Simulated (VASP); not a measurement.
# NaSnI3 (Pm-3m) in VASP: settings compared

The runs below take NaSnI3 through relaxation of cell and atoms, with PBEsol, r2SCAN+rVV10.

Program: VASP 6.6.1. These are calculated values, not measurements. Logs are shortened: lines on timing, memory, paths and dates and some standing lists are left out, and cuts for length are marked.

## (1) The cell of the first run

Symmetry: Pm-3m, No. 221, cubic system. The conventional cell has a = 5.640 Å, b = 5.640 Å, c = 5.640 Å, α = 90.00°, β = 90.00°, γ = 90.00°. Na (site symmetry m-3m) has 12 I at 3.99 Å and 8 Sn at 4.88 Å within 5.2 Å. Sn (site symmetry m-3m) has 6 I at 2.82 Å within 3.7 Å. I (site symmetry 4/mmm) has 2 Sn at 2.82 Å within 3.7 Å.

## (2) Relaxation of cell and atoms, PBEsol

The input, INCAR:

```
PREC = Accurate ; ENCUT = 600
EDIFF = 1E-6 ; ISMEAR = -1
SIGMA = 0.03 ; LREAL = F
LASPH = T ; NELM = 80
ALGO = Normal ; ISIF = 3
LWAVE = F ; LCHARG = F
GGA = PS ; IBRION = 2
NSW = 100 ; EDIFFG = -0.01
```

The input, KPOINTS:

```
regular mesh
0
Gamma
  4 4 4
```

The input, POSCAR:

```
NaSnI3
1.0
    5.6399486000      0.0000000000      0.0000000000
    0.0000000000      5.6399486000      0.0000000000
    0.0000000000      0.0000000000      5.6399486000
Na Sn I
1 1 3
Direct
    0.0000000000      0.0000000000      0.0000000000
    0.5000000000      0.5000000000      0.5000000000
    0.5000000000      0.5000000000      0.0000000000
    0.5000000000      0.0000000000      0.5000000000
    0.0000000000      0.5000000000      0.5000000000
```

Potentials or basis: VASP PAW PBE potentials, release 64 (Na_pv, Sn_d, I).

Command:

```sh
cat potpaw_PBE.64/Na_pv/POTCAR potpaw_PBE.64/Sn_d/POTCAR potpaw_PBE.64/I/POTCAR > POTCAR
mpirun -np 1 vasp_std > vasp.out
```

OUTCAR:

```text
PREC = Accurate
   ENCUT = 600
   EDIFF = 1E-6
   ISMEAR = -1
   LREAL = F
   LASPH = T
   NELM = 80
   ISIF = 3
   GGA = PS
   IBRION = 2
   NSW = 100
   EDIFFG = -0.01

 ion  position               nearest neighbor table
   1  0.000  0.000  0.000-
   2  0.500  0.500  0.500-   3 2.82   4 2.82   5 2.82   3 2.82   4 2.82   5 2.82
   3  0.500  0.500  0.000-   2 2.82   2 2.82
   4  0.500  0.000  0.500-   2 2.82   2 2.82
   5  0.000  0.500  0.500-   2 2.82   2 2.82

  LATTYP: Found a simple cubic cell.
 ALAT       =     5.6399486000

  Lattice vectors:

 A1 = (   5.6399486000,   0.0000000000,   0.0000000000)
 A2 = (   0.0000000000,   5.6399486000,   0.0000000000)
 A3 = (   0.0000000000,   0.0000000000,   5.6399486000)

Analysis of symmetry for initial positions (statically):
=====================================================================
 Subroutine PRICEL returns:
 Original cell was already a primitive cell.

 Routine SETGRP: Setting up the symmetry group for a
 simple cubic supercell.

 Subroutine GETGRP returns: Found 48 space group operations
 (whereof 48 operations were pure point group operations)
 out of a pool of 48 trial point group operations.

The static configuration has the point symmetry O_h .

Analysis of symmetry for dynamics (positions and initial velocities):
=====================================================================
 Subroutine PRICEL returns:
 Original cell was already a primitive cell.

 Routine SETGRP: Setting up the symmetry group for a
 simple cubic supercell.

 Subroutine GETGRP returns: Found 48 space group operations
 (whereof 48 operations were pure point group operations)
 out of a pool of 48 trial point group operations.

The dynamic configuration has the point symmetry O_h .

 Subroutine INISYM returns: Found 48 space group operations
 (whereof 48 operations are pure point group operations),
 and found     1 'primitive' translations

----------------------------------------------------------------------------------------

                                     Primitive cell

  volume of cell :     179.4012

  direct lattice vectors                    reciprocal lattice vectors
     5.639948600  0.000000000  0.000000000     0.177306580  0.000000000  0.000000000
     0.000000000  5.639948600  0.000000000     0.000000000  0.177306580  0.000000000
     0.000000000  0.000000000  5.639948600     0.000000000  0.000000000  0.177306580

  length of vectors
     5.639948600  5.639948600  5.639948600     0.177306580  0.177306580  0.177306580

  position of ions in fractional coordinates (direct lattice)
     0.000000000  0.000000000  0.000000000
     0.500000000  0.500000000  0.500000000
     0.500000000  0.500000000  0.000000000
     0.500000000  0.000000000  0.500000000
     0.000000000  0.500000000  0.500000000

  ion indices of the primitive-cell ions
   primitive index   ion index
                 1           1
                 2           2
                 3           3
                 4           4
                 5           5

----------------------------------------------------------------------------------------

 KPOINTS: regular mesh

Automatic generation of k-mesh.
 Grid dimensions read from file:
 generate k-points for:    4    4    4

 Generating k-lattice:

  Cartesian coordinates                     Fractional coordinates (reciprocal lattice)
     0.044326645  0.000000000  0.000000000     0.250000000  0.000000000  0.000000000
     0.000000000  0.044326645  0.000000000     0.000000000  0.250000000  0.000000000
     0.000000000  0.000000000  0.044326645     0.000000000  0.000000000  0.250000000

  Length of vectors
     0.044326645  0.044326645  0.044326645

  Shift w.r.t. Gamma in fractional coordinates (k-lattice)
     0.000000000  0.000000000  0.000000000

 Subroutine IBZKPT returns following result:
 ===========================================

 Found     10 irreducible k-points:

 Following reciprocal coordinates:
            Coordinates               Weight
  0.000000  0.000000  0.000000      1.000000
  0.250000  0.000000  0.000000      6.000000
  0.500000  0.000000  0.000000      3.000000
  0.250000  0.250000  0.000000     12.000000
  0.500000  0.250000  0.000000     12.000000
  0.500000  0.500000  0.000000      3.000000
  0.250000  0.250000  0.250000      8.000000
  0.500000  0.250000  0.250000     12.000000
  0.500000  0.500000  0.250000      6.000000
  0.500000  0.500000  0.500000      1.000000
   k-points           NKPTS =     10   k-points in BZ     NKDIM =     10   number of bands    NBANDS=     25
   number of dos      NEDOS =    301   number of ions     NIONS =      5
   total plane-waves  NPLWV = 110592
   dimension x,y,z NGX =    48 NGY =   48 NGZ =   48
   dimension x,y,z NGXF=    96 NGYF=   96 NGZF=   96
   ions per type =               1   1   3
   NGX,Y,Z   is equivalent  to a cutoff of  14.15, 14.15, 14.15 a.u.
   NGXF,Y,Z  is equivalent  to a cutoff of  28.30, 28.30, 28.30 a.u.
 SYSTEM =  unknown system
   PREC   = accura    normal or accurate (medium, high low for compatibility)
   ISTART =      0    job   : 0-new  1-cont  2-samecut
   ICHARG =      2    charge: 1-file 2-atom 10-const
   ISPIN  =      1    spin polarized calculation?
   LNONCOLLINEAR =      F non collinear calculations
   LSORBIT =      F    spin-orbit coupling
   LASPH  =      T    aspherical Exc in radial PAW
   ENCUT  =  600.0 eV  44.10 Ry    6.64 a.u.  11.26 11.26 11.26*2*pi/ulx,y,z
   NELM   =     80;   NELMIN=  2; NELMDL= -5     # of ELM steps
   EDIFF  = 0.1E-05   stopping-criterion for ELM
   LREAL  =      F    real-space projection
   EDIFFG = -.1E-01   stopping-criterion for IOM
   NSW    =    100    number of steps for IOM
   IBRION =      2    ionic relax: 0-MD 1-quasi-New 2-CG
   NFREE  =      1    steps in history (QN), initial steepest desc. (CG)
   ISIF   =      3    stress and relaxation
   ISYM   =      2    0-nonsym 1-usesym 2-fastsym
   POTIM  = 0.5000    time-step for ionic-motion
   TEBEG  =    0.0;   TEEND  =   0.0 temperature during run
   PSTRESS=    0.0 pullay stress
   NELECT =      42.0000    total number of electrons
   NUPDOWN=      -1.0000    fix difference up-down
   EMIN   =  10.00;   EMAX   =-10.00  energy-range for DOS
   EFERMI =   0.00;   METHOD = LEGACY
   ISMEAR =    -1;   SIGMA  =   0.03  broadening in eV -4-tet -1-fermi 0-gaus
   EFERMI_NEDOS =   21; number of points for ismear=-14 and -15
   IALGO  =     38    algorithm
   IMIX   =      4    mixing-type and parameters
     AMIX     =   0.40;   BMIX     =  1.00
     AMIX_MAG =   1.60;   BMIX_MAG =  1.00
  volume/ion in A,a.u.               =      35.88       242.13
  Fermi-wavevector in a.u.,A,eV,Ry     =   1.008981  1.906697 13.851298  1.018042
  Thomas-Fermi vector in A             =   2.141881
   LORBIT       =      0    0 simple, 1 ext, 2 COOP (PROOUT), +10 PAW based schemes
   GGA     = PS    functional components
   LHFCALC =     F    Hartree Fock is set to
   AEXX    =    0.0000 exact exchange contribution
   IVDW    =     0    specifies the selected vdW correction
   LEPSILON=     F    determine dielectric tensor
   LRPA    =     F    only Hartree local field effects (RPA)
 conjugate gradient relaxation of ions
 non-spin polarized calculation
  energy-cutoff  :      600.00
  volume of cell :      179.40
 maximum number of plane-waves:      6031
 NGX is ok and might be reduce to    48
   NGX = 23   NGY = 23   NGZ = 23

--------------------------------------- Ionic step        1  -------------------------------------------

 number of electron      41.9999993 magnetization

 Free energy of the ion-electron system (eV)
  ---------------------------------------------------
  ext. energy  EPLUGINS =         0.00000000
  ---------------------------------------------------
  free energy    TOTEN  =       -12.98026831 eV

  energy without entropy =      -12.97504087  energy(sigma->0) =      -12.97765459

------------------------ aborting loop because EDIFF is reached ----------------------------------------

  FORCE on cell =-STRESS in cart. coord.  units (eV):
  Direction    XX          YY          ZZ          XY          YZ          ZX
  --------------------------------------------------------------------------------------
  -------------------------------------------------------------------------------------
  Total        8.1839470      8.1839470      8.1839470      0.0000000     -0.0000000     -0.0000000
  in kB       73.0883152     73.0883152     73.0883152      0.0000000     -0.0000000     -0.0000000
  external PRESSURE =      73.0883152 kB  Pullay stress =       0.0000000 kB

 VOLUME and BASIS-vectors are now :
 -----------------------------------------------------------------------------
  energy-cutoff  :      600.00
  volume of cell :      179.40
      direct lattice vectors                 reciprocal lattice vectors
     5.639948600  0.000000000  0.000000000     0.177306580  0.000000000  0.000000000
     0.000000000  5.639948600  0.000000000     0.000000000  0.177306580  0.000000000
     0.000000000  0.000000000  5.639948600     0.000000000  0.000000000  0.177306580
[... 40 lines left out ...]
 POSITION                                       TOTAL-FORCE (eV/Angst)
 -----------------------------------------------------------------------------------
      0.00000      0.00000      0.00000         0.000000      0.000000      0.000000
      3.04265      3.04265      3.04265        -0.000000     -0.000000      0.000000
      3.04265      3.04265     -0.00000         0.000000      0.000000      0.000000
      3.04265     -0.00000      3.04265         0.000000      0.000000     -0.000000
      0.00000      3.04265      3.04265         0.000000      0.000000      0.000000
 -----------------------------------------------------------------------------------
    total drift:                                0.000000     -0.000000     -0.000000

  FREE ENERGIE OF THE ION-ELECTRON SYSTEM (eV)
  ---------------------------------------------------
  free  energy   TOTEN  =       -13.8781297143 eV

  energy  without entropy=      -13.8760433451  energy(sigma->0) =      -13.87708653

--------------------------------------- Ionic step        3  -------------------------------------------

 number of electron      42.0000011 magnetization

 Free energy of the ion-electron system (eV)
  ---------------------------------------------------
  ext. energy  EPLUGINS =         0.00000000
  ---------------------------------------------------
  free energy    TOTEN  =       -13.88008441 eV

  energy without entropy =      -13.87812398  energy(sigma->0) =      -13.87910419

 E-fermi :   2.9045     XC(G=0):  -7.2447

 val. band max:        2.1509771041   @ k =   0.5000   0.5000   0.2500
 cond. band min:       2.9079185091   @ k =   0.5000   0.5000   0.5000
 fundamental gap:      0.7569414050
 Fermi energy:         2.9045472183

 k-point     1 :       0.0000    0.0000    0.0000
  band No.  band energies     occupation
      1     -23.5121      2.00000
      2     -23.5121      2.00000
      3     -23.5121      2.00000
      4     -19.3121      2.00000
      5     -19.3121      2.00000
      6     -19.2839      2.00000
[... 17 lines left out ...]
     24       6.5316      0.00000
     25       6.5316      0.00000
[... 272 lines left out ...]
 POSITION                                       TOTAL-FORCE (eV/Angst)
 -----------------------------------------------------------------------------------
      0.00000      0.00000      0.00000         0.000000      0.000000      0.000000
      3.05615      3.05615      3.05615        -0.000000     -0.000000      0.000000
      3.05615      3.05615     -0.00000        -0.000000      0.000000      0.000000
      3.05615     -0.00000      3.05615         0.000000      0.000000      0.000000
      0.00000      3.05615      3.05615         0.000000      0.000000      0.000000
 -----------------------------------------------------------------------------------
    total drift:                                0.000000     -0.000000     -0.000000

  FREE ENERGIE OF THE ION-ELECTRON SYSTEM (eV)
  ---------------------------------------------------
  free  energy   TOTEN  =       -13.8800844053 eV

  energy  without entropy=      -13.8781239834  energy(sigma->0) =      -13.87910419

 reached required accuracy - stopping structural energy minimisation
```

Wall time 4.3 min (1 thread of Intel Xeon 8259CL, shared host); peak memory 0.37 GiB.

What came out:

| Property | Result |
| --- | --- |
| Free energy | -13.8801 eV |
| Relaxed volume | 45.67 Å³/atom |
| Relaxed cell | a = 6.112 Å, b = 6.112 Å, c = 6.112 Å, α = 90.00°, β = 90.00°, γ = 90.00° |
| Space group after relaxing (to 0.1 Å) | Pm-3m (No. 221) |
| Energy gained by relaxing | 180.0 meV/atom |
| Ionic steps | 3 |
| Pressure after relaxing | 0.0 GPa |

Step by step:
```
step  energy change (eV)  largest force (eV/Å)  pressure (GPa)  volume (Å³)
   1              0.0000                0.0000            7.31       179.40
   2             -0.8979                0.0000            0.22       225.34
   3             -0.8998                0.0000            0.00       228.36
```

Final structure:
```
CELL_PARAMETERS angstrom
6.11230 0.00000 0.00000
0.00000 6.11230 0.00000
0.00000 0.00000 6.11230
ATOMIC_POSITIONS crystal
Na 0.00000 0.00000 0.00000
Sn 0.50000 0.50000 0.50000
I 0.50000 0.50000 0.00000
I 0.50000 0.00000 0.50000
I 0.00000 0.50000 0.50000
```

Levels at points of the mesh, in eV from the Fermi level:
```tsv
k point	band 19	band 20	band 21	band 22	band 23	band 24
(0.00, 0.00, 0.00)	-2.54	-2.54	-2.54	0.49	3.63	3.63
(0.50, 0.00, 0.00)	-2.56	-2.56	-1.75	0.71	2.04	2.52
(0.50, 0.50, 0.00)	-2.82	-1.98	-0.85	0.52	0.52	1.86
(0.50, 0.50, 0.50)	-1.97	-1.97	0.00	0.05	0.05	0.05
```

Caveat: the volume moved by over 15 % at a fixed basis, so the end points are rough; the PAW data sets were made with another functional, which shifts forces and pressure a little; spin-orbit coupling is left out, which moves the levels of the heavy elements.

## (3) Relaxation of cell and atoms, r2SCAN+rVV10

This run uses another cell than the first one, of 45.53 Å³/atom.

POSCAR, as its differences from that of step 2:

```diff
@@ -2,5 +2,5 @@
 1.0
-    5.6399486000      0.0000000000      0.0000000000
-    0.0000000000      5.6399486000      0.0000000000
-    0.0000000000      0.0000000000      5.6399486000
+    6.1061289778      0.0000000000      0.0000000000
+    0.0000000000      6.1061289778      0.0000000000
+    0.0000000000      0.0000000000      6.1061289778
 Na Sn I
```

The input, INCAR.step1:

```
SYSTEM = NaSnI3
ALGO     = Normal         ! electronic algorithm
EDIFF    = 1E-4           ! SCF threshold, eV
ENCUT    = 600            ! plane-wave cutoff, eV
GGA      = PE             ! functional
ISMEAR   = -1             ! smearing method
LASPH    = .TRUE.         ! aspherical terms in the spheres
LCHARG   = .FALSE.        ! write CHGCAR
LREAL    = .FALSE.        ! projectors in reciprocal space
LWAVE    = .TRUE.         ! write WAVECAR
NELM     = 100            ! most SCF steps
PREC     = Accurate       ! precision mode
SIGMA    = 0.03           ! smearing width, eV
```

The input, INCAR.step2:

```
SYSTEM = NaSnI3
ALGO     = Normal         ! electronic algorithm
BPARAM   = 11.95        
CPARAM   = 0.0093       
EDIFF    = 1E-7           ! SCF threshold, eV
EDIFFG   = -0.01          ! ionic threshold
ENCUT    = 600            ! plane-wave cutoff, eV
IBRION   = 2              ! ionic algorithm
ISIF     = 3              ! what is computed and relaxed
ISMEAR   = -1             ! smearing method
ISTART   = 1            
IVDW_NL  = 2            
LASPH    = .TRUE.         ! aspherical terms in the spheres
LCHARG   = .FALSE.        ! write CHGCAR
LMIXTAU  = .TRUE.       
LREAL    = .FALSE.        ! projectors in reciprocal space
LUSE_VDW = .TRUE.       
LWAVE    = .FALSE.        ! write WAVECAR
METAGGA  = R2SCAN         ! meta-GGA
NELM     = 100            ! most SCF steps
NSW      = 100            ! ionic steps
PREC     = Accurate       ! precision mode
SIGMA    = 0.03           ! smearing width, eV
```

The input, KPOINTS:

```
k-points
0
G
  4 4 4
  0 0 0
```

Potentials or basis: VASP PAW PBE potentials, release 64 (Na_pv, Sn_d, I).

Command:

```sh
cat potpaw_PBE.64/Na_pv/POTCAR potpaw_PBE.64/Sn_d/POTCAR potpaw_PBE.64/I/POTCAR > POTCAR
cp INCAR.step1 INCAR
mpirun -np 1 vasp_std > vasp.out
cp INCAR.step2 INCAR
mpirun -np 1 vasp_std > vasp.out
```

Wall time 34 min (1 thread of Intel Xeon 8259CL, shared host); peak memory 0.88 GiB.

It converged, with:

* Free energy: -103.9456 eV
* Relaxed volume: 46.67 Å³/atom
* Relaxed cell: a = 6.157 Å, b = 6.157 Å, c = 6.157 Å, α = 90.00°, β = 90.00°, γ = 90.00°
* Space group after relaxing (to 0.1 Å): Pm-3m (No. 221)
* Energy gained by relaxing: 1.6 meV/atom
* Ionic steps: 3
* Pressure after relaxing: 0.0 GPa
* Band gap on the k mesh: 0.29 eV

The path:
| step | energy change (eV) | largest force (eV/Å) | pressure (GPa) | volume (Å³) |
| --- | --- | --- | --- | --- |
| 1 | 0.0000 | 0.0000 | 0.46 | 227.67 |
| 2 | -0.0077 | 0.0000 | 0.11 | 232.02 |
| 3 | -0.0082 | 0.0000 | 0.00 | 233.36 |

Final structure:
```cif
data_structure
_symmetry_space_group_name_H-M 'P 1'
_symmetry_Int_Tables_number 1
_cell_length_a 6.1566
_cell_length_b 6.1566
_cell_length_c 6.1566
_cell_angle_alpha 90.000
_cell_angle_beta 90.000
_cell_angle_gamma 90.000
_cell_volume 233.36
loop_
_atom_site_label
_atom_site_type_symbol
_atom_site_fract_x
_atom_site_fract_y
_atom_site_fract_z
_atom_site_occupancy
Na1 Na 0.00000 0.00000 0.00000 1
Sn1 Sn 0.50000 0.50000 0.50000 1
I1 I 0.50000 0.50000 0.00000 1
I2 I 0.50000 0.00000 0.50000 1
I3 I 0.00000 0.50000 0.50000 1
```

Levels at points of the mesh, in eV from the valence-band top:
| k point | band 19 | band 20 | band 21 | band 22 | band 23 | band 24 |
| --- | --- | --- | --- | --- | --- | --- |
| (0.00, 0.00, 0.00) | -2.72 | -2.72 | -2.72 | 0.84 | 4.02 | 4.02 |
| (0.50, 0.00, 0.00) | -2.74 | -2.74 | -1.86 | 0.91 | 2.39 | 2.81 |
| (0.50, 0.50, 0.00) | -3.01 | -2.16 | -0.91 | 0.72 | 0.72 | 2.24 |
| (0.50, 0.50, 0.50) | -2.15 | -2.15 | 0.00 | 0.29 | 0.29 | 0.29 |

Caveat: the PAW data sets were made with another functional, which shifts forces and pressure a little; spin-orbit coupling is left out, which moves the levels of the heavy elements.
